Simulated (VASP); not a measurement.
# Cr (Im-3m) in VASP: single point with PBE

Aim: the single point of Cr with PBE.

Everything below comes from runs of VASP 6.6.1. Logs are shortened: lines on timing, memory, paths and dates and some standing lists are left out, and cuts for length are marked.

### Step 1. The cell of the first run

The structure is cubic, space group Im-3m (No. 229). The conventional cell has a = 2.848 Å, b = 2.848 Å, c = 2.848 Å, α = 90.00°, β = 90.00°, γ = 90.00°. Within 3.3 Å of Cr (site symmetry m-3m) lie 14 Cr at 2.47 to 2.85 Å.

### Step 2. Single point, PBE

Input file INCAR:

```
SYSTEM = Cr
  PREC = Accurate
  ENCUT = 520
  EDIFF = 1E-6
  ISMEAR = 0
  SIGMA = 0.1
  LREAL = .FALSE.
  LASPH = .TRUE.
  NELM = 100
  ALGO = Fast
  ISIF = 2
  LWAVE = .FALSE.
  LCHARG = .FALSE.
  GGA = PE
  NBANDS = 19
```

Input file KPOINTS:

```
regular mesh
0
G
  38 38 38
  0 0 0
```

Input file POSCAR:

```
Cr
1.0
    2.8480457819      0.0000000000      0.0000000000
    0.0000000000      2.8480457819      0.0000000000
    0.0000000000      0.0000000000      2.8480457819
Cr
2
Direct
    0.0000000000      0.0000000000      0.0000000000
    0.5000000000      0.5000000000      0.5000000000
```

Potentials or basis: VASP PAW PBE potentials, release 64 (Cr_pv).

Command:

```sh
cat potpaw_PBE.64/Cr_pv/POTCAR > POTCAR
mpirun -np 1 vasp_std > vasp.out
```

OUTCAR:

```text
SYSTEM = Cr
   PREC = Accurate
   ENCUT = 520
   EDIFF = 1E-6
   ISMEAR = 0
   LREAL = .FALSE.
   LASPH = .TRUE.
   NELM = 100
   ISIF = 2
   GGA = PE

 ion  position               nearest neighbor table
   1  0.000  0.000  0.000-   2 2.47   2 2.47   2 2.47   2 2.47   2 2.47   2 2.47   2 2.47   2 2.47

   2  0.500  0.500  0.500-   1 2.47   1 2.47   1 2.47   1 2.47   1 2.47   1 2.47   1 2.47   1 2.47

  LATTYP: Found a simple cubic cell.
 ALAT       =     2.8480457819

  Lattice vectors:

 A1 = (   2.8480457819,   0.0000000000,   0.0000000000)
 A2 = (   0.0000000000,   2.8480457819,   0.0000000000)
 A3 = (   0.0000000000,   0.0000000000,   2.8480457819)

Analysis of symmetry for initial positions (statically):
=====================================================================
 Subroutine PRICEL returns following result:

  LATTYP: Found a body centered cubic cell.
 ALAT       =     2.8480457819

  Lattice vectors:

 A1 = (   1.4240228910,   1.4240228910,  -1.4240228909)
 A2 = (  -1.4240228910,   1.4240228909,   1.4240228909)
 A3 = (   1.4240228910,  -1.4240228909,   1.4240228910)

   2 primitive cells build up your supercell.

 Routine SETGRP: Setting up the symmetry group for a
 simple cubic supercell.

 Subroutine GETGRP returns: Found 48 space group operations
 (whereof 48 operations were pure point group operations)
 out of a pool of 48 trial point group operations.

The static configuration has the point symmetry O_h .

Analysis of symmetry for dynamics (positions and initial velocities):
=====================================================================
 Subroutine PRICEL returns following result:

  LATTYP: Found a body centered cubic cell.
 ALAT       =     2.8480457819

  Lattice vectors:

 A1 = (   1.4240228910,   1.4240228910,  -1.4240228909)
 A2 = (  -1.4240228910,   1.4240228909,   1.4240228909)
 A3 = (   1.4240228910,  -1.4240228909,   1.4240228910)

   2 primitive cells build up your supercell.

 Routine SETGRP: Setting up the symmetry group for a
 simple cubic supercell.

 Subroutine GETGRP returns: Found 48 space group operations
 (whereof 48 operations were pure point group operations)
 out of a pool of 48 trial point group operations.

The dynamic configuration has the point symmetry O_h .

 Subroutine INISYM returns: Found 48 space group operations
 (whereof 48 operations are pure point group operations),
 and found     2 'primitive' translations

----------------------------------------------------------------------------------------

                                     Primitive cell

  volume of cell :      11.5508

  direct lattice vectors                    reciprocal lattice vectors
     1.424022891  1.424022891 -1.424022891     0.351117951  0.351117951  0.000000000
    -1.424022891  1.424022891  1.424022891    -0.000000000  0.351117951  0.351117951
     1.424022891 -1.424022891  1.424022891     0.351117951  0.000000000  0.351117951

  length of vectors
     2.466479998  2.466479998  2.466479998     0.496555769  0.496555769  0.496555769

  position of ions in fractional coordinates (direct lattice)
     0.000000000  0.000000000  0.000000000

  ion indices of the primitive-cell ions
   primitive index   ion index
                 1           1

----------------------------------------------------------------------------------------

 KPOINTS: regular mesh

Automatic generation of k-mesh.
 Grid dimensions read from file:
 generate k-points for:   38   38   38

 Generating k-lattice:

  Cartesian coordinates                     Fractional coordinates (reciprocal lattice)
     0.009239946  0.000000000  0.000000000     0.026315789  0.000000000  0.000000000
     0.000000000  0.009239946  0.000000000     0.000000000  0.026315789  0.000000000
     0.000000000  0.000000000  0.009239946     0.000000000  0.000000000  0.026315789

  Length of vectors
     0.009239946  0.009239946  0.009239946

  Shift w.r.t. Gamma in fractional coordinates (k-lattice)
     0.000000000  0.000000000  0.000000000

 Subroutine IBZKPT returns following result:
 ===========================================

 Found   1540 irreducible k-points:

 Following reciprocal coordinates:
            Coordinates               Weight
  0.000000  0.000000  0.000000      1.000000
  0.026316  0.000000  0.000000      6.000000
  0.052632  0.000000  0.000000      6.000000
  0.078947  0.000000  0.000000      6.000000
  0.105263  0.000000  0.000000      6.000000
  0.131579  0.000000  0.000000      6.000000
[... 16 lines left out ...]
  0.078947  0.026316  0.000000     24.000000
  0.105263  0.026316  0.000000     24.000000
 [... further k-points ...]
   k-points           NKPTS =   1540   k-points in BZ     NKDIM =   1540   number of bands    NBANDS=     19
   number of dos      NEDOS =    301   number of ions     NIONS =      2
   total plane-waves  NPLWV =  13824
   dimension x,y,z NGX =    24 NGY =   24 NGZ =   24
   dimension x,y,z NGXF=    48 NGYF=   48 NGZF=   48
   ions per type =               2
   NGX,Y,Z   is equivalent  to a cutoff of  14.01, 14.01, 14.01 a.u.
   NGXF,Y,Z  is equivalent  to a cutoff of  28.02, 28.02, 28.02 a.u.
 SYSTEM =  Cr
   PREC   = accura    normal or accurate (medium, high low for compatibility)
   ISTART =      0    job   : 0-new  1-cont  2-samecut
   ICHARG =      2    charge: 1-file 2-atom 10-const
   ISPIN  =      1    spin polarized calculation?
   LNONCOLLINEAR =      F non collinear calculations
   LSORBIT =      F    spin-orbit coupling
   LASPH  =      T    aspherical Exc in radial PAW
   ENCUT  =  520.0 eV  38.22 Ry    6.18 a.u.   5.30  5.30  5.30*2*pi/ulx,y,z
   NELM   =    100;   NELMIN=  2; NELMDL= -5     # of ELM steps
   EDIFF  = 0.1E-05   stopping-criterion for ELM
   LREAL  =      F    real-space projection
   EDIFFG = 0.1E-04   stopping-criterion for IOM
   NSW    =      0    number of steps for IOM
   IBRION =     -1    ionic relax: 0-MD 1-quasi-New 2-CG
   NFREE  =      0    steps in history (QN), initial steepest desc. (CG)
   ISIF   =      2    stress and relaxation
   ISYM   =      2    0-nonsym 1-usesym 2-fastsym
   POTIM  = 0.5000    time-step for ionic-motion
   TEBEG  =    0.0;   TEEND  =   0.0 temperature during run
   PSTRESS=    0.0 pullay stress
   NELECT =      24.0000    total number of electrons
   NUPDOWN=      -1.0000    fix difference up-down
   EMIN   =  10.00;   EMAX   =-10.00  energy-range for DOS
   EFERMI =   0.00;   METHOD = LEGACY
   ISMEAR =     0;   SIGMA  =   0.10  broadening in eV -4-tet -1-fermi 0-gaus
   EFERMI_NEDOS =   21; number of points for ismear=-14 and -15
   IALGO  =     68    algorithm
   IMIX   =      4    mixing-type and parameters
     AMIX     =   0.40;   BMIX     =  1.00
     AMIX_MAG =   1.60;   BMIX_MAG =  1.00
  volume/ion in A,a.u.               =      11.55        77.95
  Fermi-wavevector in a.u.,A,eV,Ry     =   1.658053  3.133265 37.404295  2.749138
  Thomas-Fermi vector in A             =   2.745700
   LORBIT       =      0    0 simple, 1 ext, 2 COOP (PROOUT), +10 PAW based schemes
   GGA     = PE    functional components
   LHFCALC =     F    Hartree Fock is set to
   AEXX    =    0.0000 exact exchange contribution
   IVDW    =     0    specifies the selected vdW correction
   LEPSILON=     F    determine dielectric tensor
   LRPA    =     F    only Hartree local field effects (RPA)
 non-spin polarized calculation
 RMM-DIIS sequential band-by-band and
 Gauss-broadening in eV      SIGMA  =   0.10
  energy-cutoff  :      520.00
  volume of cell :       23.10
 maximum number of plane-waves:       639
 NGX is ok and might be reduce to    24
   NGX = 11   NGY = 11   NGZ = 11

 number of electron      23.9999986 magnetization

 Free energy of the ion-electron system (eV)
  ---------------------------------------------------
  ext. energy  EPLUGINS =         0.00000000
  ---------------------------------------------------
  free energy    TOTEN  =       -19.03518675 eV

  energy without entropy =      -19.02828211  energy(sigma->0) =      -19.03173443

 E-fermi :  10.9839     XC(G=0): -13.6741

 val. band max:       10.9819632991   @ k =   0.4211   0.0526   0.0263
 cond. band min:      10.9843133377   @ k =   0.2105   0.2105   0.0263
 fundamental gap:      0.0023500386
 Fermi energy:        10.9839205755

 k-point     1 :       0.0000    0.0000    0.0000
  band No.  band energies     occupation
      1     -32.3849      2.00000
      2     -32.3849      2.00000
      3     -32.3849      2.00000
      4     -31.7564      2.00000
      5     -31.7564      2.00000
      6     -31.7564      2.00000
[... 11 lines left out ...]
     18      21.5799      0.00000
     19      21.5818      0.00000

 k-point     2 :       0.0263    0.0000    0.0000
  band No.  band energies     occupation
      1     -32.3850      2.00000
      2     -32.3838      2.00000
      3     -32.3838      2.00000
      4     -31.7587      2.00000
      5     -31.7574      2.00000
      6     -31.7574      2.00000
[... 11 lines left out ...]
     18      21.5012      0.00000
     19      21.6177      0.00000

 k-point     3 :       0.0526    0.0000    0.0000
  band No.  band energies     occupation
      1     -32.3852      2.00000
      2     -32.3804      2.00000
      3     -32.3804      2.00000
      4     -31.7655      2.00000
      5     -31.7604      2.00000
      6     -31.7604      2.00000
[... 11 lines left out ...]
     18      21.2695      0.00000
     19      21.7237      0.00000

 k-point     4 :       0.0789    0.0000    0.0000
  band No.  band energies     occupation
      1     -32.3855      2.00000
      2     -32.3747      2.00000
      3     -32.3747      2.00000
      4     -31.7768      2.00000
      5     -31.7654      2.00000
      6     -31.7654      2.00000
[... 407 lines left out ...]
     18      21.2963      0.00000
     19      21.6448      0.00000

 k-point    23 :       0.0789    0.0263    0.0000
  band No.  band energies     occupation
      1     -32.3898      2.00000
      2     -32.3736      2.00000
      3     -32.3694      2.00000
      4     -31.7836      2.00000
      5     -31.7664      2.00000
      6     -31.7618      2.00000
[... 11 lines left out ...]
     18      20.9428      0.00000
     19      21.8079      0.00000

 k-point    24 :       0.1053    0.0263    0.0000
  band No.  band energies     occupation
      1     -32.3907      2.00000
      2     -32.3658      2.00000
      3     -32.3610      2.00000
      4     -31.7996      2.00000
      5     -31.7733      2.00000
      6     -31.7681      2.00000
[... 11 lines left out ...]
     18      20.4965      0.00000
     19      22.0079      0.00000

 [... further k-points ...]

------------------------ aborting loop because EDIFF is reached ----------------------------------------

  FORCE on cell =-STRESS in cart. coord.  units (eV):
  Direction    XX          YY          ZZ          XY          YZ          ZX
  --------------------------------------------------------------------------------------
  -------------------------------------------------------------------------------------
  Total       -0.0646245     -0.0646245     -0.0646245     -0.0000000      0.0000000     -0.0000000
  in kB       -4.4819493     -4.4819493     -4.4819493     -0.0000000      0.0000000     -0.0000000
  external PRESSURE =      -4.4819493 kB  Pullay stress =       0.0000000 kB

 VOLUME and BASIS-vectors are now :
 -----------------------------------------------------------------------------
  energy-cutoff  :      520.00
  volume of cell :       23.10
      direct lattice vectors                 reciprocal lattice vectors
     2.848045782  0.000000000  0.000000000     0.351117951  0.000000000  0.000000000
     0.000000000  2.848045782  0.000000000     0.000000000  0.351117951  0.000000000
     0.000000000  0.000000000  2.848045782     0.000000000  0.000000000  0.351117951

 POSITION                                       TOTAL-FORCE (eV/Angst)
 -----------------------------------------------------------------------------------
      0.00000      0.00000      0.00000         0.000000      0.000000      0.000000
      1.42402      1.42402      1.42402        -0.000000     -0.000000     -0.000000
 -----------------------------------------------------------------------------------
    total drift:                                0.000000      0.000000     -0.000000

  FREE ENERGIE OF THE ION-ELECTRON SYSTEM (eV)
  ---------------------------------------------------
  free  energy   TOTEN  =       -19.0351867514 eV

  energy  without entropy=      -19.0282821074  energy(sigma->0) =      -19.03173443
```

Run time: 3.6 min. Hardware: 1 thread of Intel Xeon 6975P-C (Granite Rapids), shared host; peak memory 0.58 GiB.

What came out:

```
Free energy            : -19.0352 eV
Pressure               : -0.4 GPa
Band gap on the k mesh : zero (bands 12 and 13 overlap by 1.52 eV)
```

Levels at points of the mesh, in eV from the Fermi level:
```tsv
k point	band 9	band 10	band 11	band 12	band 13	band 14	band 15	band 16
(0.00, 0.00, 0.00)	-4.32	-0.92	-0.92	-0.92	1.13	1.13	2.43	2.43
(0.50, 0.00, 0.00)	-1.82	-1.82	-0.42	-0.42	-0.42	-0.42	0.66	0.66
(0.50, 0.50, 0.00)	-2.47	-2.47	1.10	1.10	1.13	1.13	1.47	1.47
(0.50, 0.50, 0.50)	-2.34	-2.34	-2.34	-2.34	1.53	1.53	1.53	1.53
```

Caveat: the run has no spin polarisation, though such a crystal can be magnetic.
